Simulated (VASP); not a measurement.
# TiO2 in VASP: single point with LDA

Aim: the single point of TiO2 with LDA.

Everything below comes from runs of VASP 6.6.1. Logs are shortened: lines on timing, memory, paths and dates and some standing lists are left out, and cuts for length are marked.

**1. The cell of the first run**

The typed cell holds 12 atoms: a = 6.368 Å, b = 6.368 Å, c = 6.368 Å, α = 94.96°, β = 94.96°, γ = 145.80°.

**2. Single point, LDA**

Input file INCAR:

```
SYSTEM = TiO2
PREC = Accurate ; ENCUT = 520
EDIFF = 1E-7 ; ISMEAR = 0
SIGMA = 0.02 ; LREAL = .FALSE.
LASPH = .TRUE. ; NELM = 80
ALGO = Normal ; ISIF = 2
LWAVE = .FALSE. ; LCHARG = .FALSE.
NBANDS = 60
```

Input file KPOINTS:

```
regular mesh
0
G
  8 8 8
  0 0 0
```

Input file POSCAR:

```
TiO2
1.0
   -4.3039324352      4.3039324352      1.8723252577
    4.3039324352     -4.3039324352      1.8723252577
    4.3039324352      4.3039324352     -1.8723252577
Ti O
4 8
Direct
    0.2926715018      0.0000139162      0.2926854180
    0.0000139162      0.7073284982      0.7073424144
    0.9999860838      0.2926715018      0.2926575856
    0.7073284982      0.9999860838      0.7073145820
    0.4999947690      0.1505025685      0.6504973375
    0.1612149223      0.8387931561      0.0000080784
    0.1505025685      0.5000052310      0.6505077994
    0.1612068439      0.1612149223      0.3224217662
    0.8387931561      0.8387850777      0.6775782338
    0.8494974315      0.4999947690      0.3494922006
    0.8387850777      0.1612068439      0.9999919216
    0.5000052310      0.8494974315      0.3495026625
```

Potentials or basis: VASP PAW LDA potentials, release 64 (Ti_sv, O).

Started as:

```console
$ cat potpaw_LDA.64/Ti_sv/POTCAR potpaw_LDA.64/O/POTCAR > POTCAR
$ mpirun -np 1 vasp_std > vasp.out
```

OUTCAR:

```text
SYSTEM = TiO2
   PREC = Accurate
   ENCUT = 520
   EDIFF = 1E-7
   ISMEAR = 0
   LREAL = .FALSE.
   LASPH = .TRUE.
   NELM = 80
   ISIF = 2

 ion  position               nearest neighbor table
   1  0.293  0.000  0.293-   8 1.79   6 1.79  10 1.94  10 1.94   5 2.21  12 2.21
   2  0.000  0.707  0.707-   6 1.79   9 1.79   5 1.94   5 1.94   7 2.21  10 2.21
   3  1.000  0.293  0.293-  11 1.79   8 1.79  12 1.94  12 1.94  10 2.21   7 2.21
   4  0.707  1.000  0.707-   9 1.79  11 1.79   7 1.94   7 1.94  12 2.21   5 2.21
   5  0.500  0.151  0.650-   2 1.94   2 1.94   1 2.21   4 2.21
   6  0.161  0.839  0.000-   2 1.79   1 1.79
   7  0.151  0.500  0.651-   4 1.94   4 1.94   2 2.21   3 2.21
   8  0.161  0.161  0.322-   1 1.79   3 1.79
   9  0.839  0.839  0.678-   4 1.79   2 1.79
  10  0.849  0.500  0.349-   1 1.94   1 1.94   3 2.21   2 2.21
  11  0.839  0.161  1.000-   3 1.79   4 1.79
  12  0.500  0.849  0.350-   3 1.94   3 1.94   4 2.21   1 2.21

  LATTYP: Found a body centered tetragonal cell.
 ALAT       =     8.6078648704
 C/A-ratio  =     0.4350266381

  Lattice vectors:

 A1 = (  -4.3039324352,   4.3039324352,   1.8723252577)
 A2 = (   4.3039324352,  -4.3039324352,   1.8723252577)
 A3 = (   4.3039324352,   4.3039324352,  -1.8723252577)

Analysis of symmetry for initial positions (statically):
=====================================================================
 Subroutine PRICEL returns:
 Original cell was already a primitive cell.

 Routine SETGRP: Setting up the symmetry group for a
 body centered tetragonal supercell.

 Subroutine GETGRP returns: Found  8 space group operations
 (whereof  8 operations were pure point group operations)
 out of a pool of 16 trial point group operations.

The static configuration has the point symmetry C_4h.

Analysis of symmetry for dynamics (positions and initial velocities):
=====================================================================
 Subroutine PRICEL returns:
 Original cell was already a primitive cell.

 Routine SETGRP: Setting up the symmetry group for a
 body centered tetragonal supercell.

 Subroutine GETGRP returns: Found  8 space group operations
 (whereof  8 operations were pure point group operations)
 out of a pool of 16 trial point group operations.

The dynamic configuration has the point symmetry C_4h.

 Subroutine INISYM returns: Found  8 space group operations
 (whereof  8 operations are pure point group operations),
 and found     1 'primitive' translations

----------------------------------------------------------------------------------------

                                     Primitive cell

  volume of cell :     138.7306

  direct lattice vectors                    reciprocal lattice vectors
    -4.303932435  4.303932435  1.872325258     0.000000000  0.116172827  0.267047618
     4.303932435 -4.303932435  1.872325258     0.116172827  0.000000000  0.267047618
     4.303932435  4.303932435 -1.872325258     0.116172827  0.116172827  0.000000000

  length of vectors
     6.368144996  6.368144996  6.368144996     0.291222520  0.291222520  0.164293188

  position of ions in fractional coordinates (direct lattice)
     0.292671502  0.000013916  0.292685418
     0.000013916  0.707328498  0.707342414
     0.999986084  0.292671502  0.292657586
     0.707328498  0.999986084  0.707314582
     0.499994769  0.150502569  0.650497337
     0.161214922  0.838793156  0.000008078
     0.150502569  0.500005231  0.650507799
     0.161206844  0.161214922  0.322421766
     0.838793156  0.838785078  0.677578234
     0.849497431  0.499994769  0.349492201
     0.838785078  0.161206844  0.999991922
     0.500005231  0.849497431  0.349502663

  ion indices of the primitive-cell ions
   primitive index   ion index
                 1           1
                 2           2
                 3           3
                 4           4
                 5           5
                 6           6
                 7           7
                 8           8
                 9           9
                10          10
                11          11
                12          12

----------------------------------------------------------------------------------------

 KPOINTS: regular mesh

Automatic generation of k-mesh.
 Grid dimensions read from file:
 generate k-points for:    8    8    8

 Generating k-lattice:

  Cartesian coordinates                     Fractional coordinates (reciprocal lattice)
     0.000000000  0.014521603  0.033380952     0.125000000  0.000000000  0.000000000
     0.014521603  0.000000000  0.033380952     0.000000000  0.125000000  0.000000000
     0.014521603  0.014521603  0.000000000     0.000000000  0.000000000  0.125000000

  Length of vectors
     0.036402815  0.036402815  0.020536649

  Shift w.r.t. Gamma in fractional coordinates (k-lattice)
     0.000000000  0.000000000  0.000000000

 Subroutine IBZKPT returns following result:
 ===========================================

 Found     78 irreducible k-points:

 Following reciprocal coordinates:
            Coordinates               Weight
  0.000000  0.000000  0.000000      1.000000
  0.125000 -0.000000  0.000000      8.000000
  0.250000 -0.000000  0.000000      8.000000
  0.375000  0.000000  0.000000      8.000000
  0.500000 -0.000000  0.000000      4.000000
  0.125000  0.125000  0.000000      8.000000
[... 16 lines left out ...]
 -0.375000  0.250000 -0.000000      8.000000
 -0.250000  0.375000  0.000000      8.000000
 [... further k-points ...]
   k-points           NKPTS =     78   k-points in BZ     NKDIM =     78   number of bands    NBANDS=     60
   number of dos      NEDOS =    301   number of ions     NIONS =     12
   total plane-waves  NPLWV = 110592
   dimension x,y,z NGX =    48 NGY =   48 NGZ =   48
   dimension x,y,z NGXF=    96 NGYF=   96 NGZF=   96
   ions per type =               4   8
   NGX,Y,Z   is equivalent  to a cutoff of  12.53, 12.53, 12.53 a.u.
   NGXF,Y,Z  is equivalent  to a cutoff of  25.06, 25.06, 25.06 a.u.
 SYSTEM =  TiO2
   PREC   = accura    normal or accurate (medium, high low for compatibility)
   ISTART =      0    job   : 0-new  1-cont  2-samecut
   ICHARG =      2    charge: 1-file 2-atom 10-const
   ISPIN  =      1    spin polarized calculation?
   LNONCOLLINEAR =      F non collinear calculations
   LSORBIT =      F    spin-orbit coupling
   LASPH  =      T    aspherical Exc in radial PAW
   ENCUT  =  520.0 eV  38.22 Ry    6.18 a.u.  11.84 11.84 11.84*2*pi/ulx,y,z
   NELM   =     80;   NELMIN=  2; NELMDL= -5     # of ELM steps
   EDIFF  = 0.1E-06   stopping-criterion for ELM
   LREAL  =      F    real-space projection
   EDIFFG = 0.1E-05   stopping-criterion for IOM
   NSW    =      0    number of steps for IOM
   IBRION =     -1    ionic relax: 0-MD 1-quasi-New 2-CG
   NFREE  =      0    steps in history (QN), initial steepest desc. (CG)
   ISIF   =      2    stress and relaxation
   ISYM   =      2    0-nonsym 1-usesym 2-fastsym
   POTIM  = 0.5000    time-step for ionic-motion
   TEBEG  =    0.0;   TEEND  =   0.0 temperature during run
   PSTRESS=    0.0 pullay stress
   NELECT =      96.0000    total number of electrons
   NUPDOWN=      -1.0000    fix difference up-down
   EMIN   =  10.00;   EMAX   =-10.00  energy-range for DOS
   EFERMI =   0.00;   METHOD = LEGACY
   ISMEAR =     0;   SIGMA  =   0.02  broadening in eV -4-tet -1-fermi 0-gaus
   EFERMI_NEDOS =   21; number of points for ismear=-14 and -15
   IALGO  =     38    algorithm
   IMIX   =      4    mixing-type and parameters
     AMIX     =   0.40;   BMIX     =  1.00
     AMIX_MAG =   1.60;   BMIX_MAG =  1.00
  volume/ion in A,a.u.               =      11.56        78.02
  Fermi-wavevector in a.u.,A,eV,Ry     =   1.448020  2.736361 28.528172  2.096761
  Thomas-Fermi vector in A             =   2.565908
   LORBIT       =      0    0 simple, 1 ext, 2 COOP (PROOUT), +10 PAW based schemes
   GGA     = CA    functional components
   LHFCALC =     F    Hartree Fock is set to
   AEXX    =    0.0000 exact exchange contribution
   IVDW    =     0    specifies the selected vdW correction
   LEPSILON=     F    determine dielectric tensor
   LRPA    =     F    only Hartree local field effects (RPA)
 non-spin polarized calculation
 Gauss-broadening in eV      SIGMA  =   0.02
  energy-cutoff  :      520.00
  volume of cell :      138.73
 maximum number of plane-waves:      3780
   NGX = 23   NGY = 23   NGZ = 23

 number of electron      96.0000015 magnetization

 Free energy of the ion-electron system (eV)
  ---------------------------------------------------
  ext. energy  EPLUGINS =         0.00000000
  ---------------------------------------------------
  free energy    TOTEN  =      -117.06308989 eV

  energy without entropy =     -117.06308989  energy(sigma->0) =     -117.06308989

 E-fermi :   3.1890     XC(G=0): -11.1687

 val. band max:        3.0335744306   @ k =   0.5000   0.5000   0.5000
 cond. band min:       4.5358695713   @ k =   0.0000   0.0000   0.0000
 fundamental gap:      1.5022951407
 Fermi energy:         3.1889913477

 k-point     1 :       0.0000    0.0000    0.0000
  band No.  band energies     occupation
      1     -52.5213      2.00000
      2     -52.4964      2.00000
      3     -52.4964      2.00000
      4     -52.4757      2.00000
      5     -29.3947      2.00000
      6     -29.3748      2.00000
[... 52 lines left out ...]
     59       7.8085      0.00000
     60       7.8941      0.00000

 k-point     2 :       0.1250   -0.0000    0.0000
  band No.  band energies     occupation
      1     -52.5191      2.00000
      2     -52.4960      2.00000
      3     -52.4960      2.00000
      4     -52.4770      2.00000
      5     -29.3870      2.00000
      6     -29.3733      2.00000
[... 1383 lines left out ...]
      4     -52.4788      2.00000
      5     -29.3776      2.00000
      6     -29.3611      2.00000
[... 52 lines left out ...]
     59       7.6038      0.00000
     60       7.7979      0.00000

 [... further k-points ...]

------------------------ aborting loop because EDIFF is reached ----------------------------------------

  FORCE on cell =-STRESS in cart. coord.  units (eV):
  Direction    XX          YY          ZZ          XY          YZ          ZX
  --------------------------------------------------------------------------------------
  -------------------------------------------------------------------------------------
  Total       -0.4559273     -0.4559273     -0.8714799      0.0000000     -0.0000000      0.0000000
  in kB       -5.2654324     -5.2654324    -10.0645830      0.0000003     -0.0000000      0.0000000
  external PRESSURE =      -6.8651493 kB  Pullay stress =       0.0000000 kB

 VOLUME and BASIS-vectors are now :
 -----------------------------------------------------------------------------
  energy-cutoff  :      520.00
  volume of cell :      138.73
      direct lattice vectors                 reciprocal lattice vectors
    -4.303932435  4.303932435  1.872325258     0.000000000  0.116172827  0.267047618
     4.303932435 -4.303932435  1.872325258     0.116172827  0.000000000  0.267047618
     4.303932435  4.303932435 -1.872325258     0.116172827  0.116172827  0.000000000

 POSITION                                       TOTAL-FORCE (eV/Angst)
 -----------------------------------------------------------------------------------
      0.00012      2.51928     -0.00000        -0.000084      0.155496     -0.000000
      6.08859      0.00012     -0.00000        -0.155496     -0.000084      0.000000
     -1.78466      4.30381      1.87233         0.155496      0.000084      0.000000
      4.30381      1.78466      1.87233         0.000084     -0.155496      0.000000
      1.29551      4.30389      0.00000        -0.005120      0.000010      0.000000
      2.91629     -2.91622      1.87233        -0.016016      0.016187     -0.000000
      4.30398      1.29551      0.00000        -0.000010     -0.005120      0.000000
      1.38772      1.38765     -0.00000         0.016187      0.016016      0.000000
      2.91622      2.91629      1.87233        -0.016187     -0.016016     -0.000000
     -0.00005      3.00843      1.87233         0.000010      0.005120      0.000000
      1.38765      7.22015      0.00000         0.016016     -0.016187      0.000000
      3.00843      0.00005      1.87233         0.005120     -0.000010     -0.000000
 -----------------------------------------------------------------------------------
    total drift:                                0.000000      0.000000      0.000000

  FREE ENERGIE OF THE ION-ELECTRON SYSTEM (eV)
  ---------------------------------------------------
  free  energy   TOTEN  =      -117.0630898932 eV

  energy  without entropy=     -117.0630898932  energy(sigma->0) =     -117.06308989
```

Run time: 12 min. Hardware: 1 thread of Intel Xeon Platinum 8559C (Emerald Rapids), shared host; peak memory 0.56 GiB.

What came out:

- Free energy: -117.0631 eV
- Pressure: -0.7 GPa
- Largest force: 0.155 eV/Å
- Band gap on the k mesh: 1.50 eV (least direct gap 2.25 eV)

Forces on the atoms (eV/Å):
```
Ti   0.000  0.155  0.000
Ti  -0.155  0.000  0.000
Ti   0.155  0.000  0.000
Ti   0.000 -0.155  0.000
O   -0.005  0.000  0.000
O   -0.016  0.016  0.000
O    0.000 -0.005  0.000
O    0.016  0.016  0.000
O   -0.016 -0.016  0.000
O    0.000  0.005  0.000
O    0.016 -0.016  0.000
O    0.005  0.000  0.000
```

Stress tensor (GPa, compression positive):
```
-0.53  0.00  0.00
 0.00 -0.53  0.00
 0.00  0.00 -1.01
```

Levels at points of the mesh, in eV from the valence-band top:
| k point | band 46 | band 47 | band 48 | band 49 | band 50 | band 51 |
| --- | --- | --- | --- | --- | --- | --- |
| (0.00, 0.00, 0.00) | -0.96 | -0.96 | -0.75 | 1.50 | 3.05 | 3.05 |
| (0.50, 0.00, 0.00) | -0.78 | -0.72 | -0.38 | 2.85 | 3.22 | 3.29 |
| (0.50, 0.50, 0.00) | -0.99 | -0.94 | -0.72 | 2.23 | 2.52 | 2.75 |
| (0.50, 0.50, 0.50) | -1.20 | -1.20 | 0.00 | 2.87 | 2.87 | 2.94 |
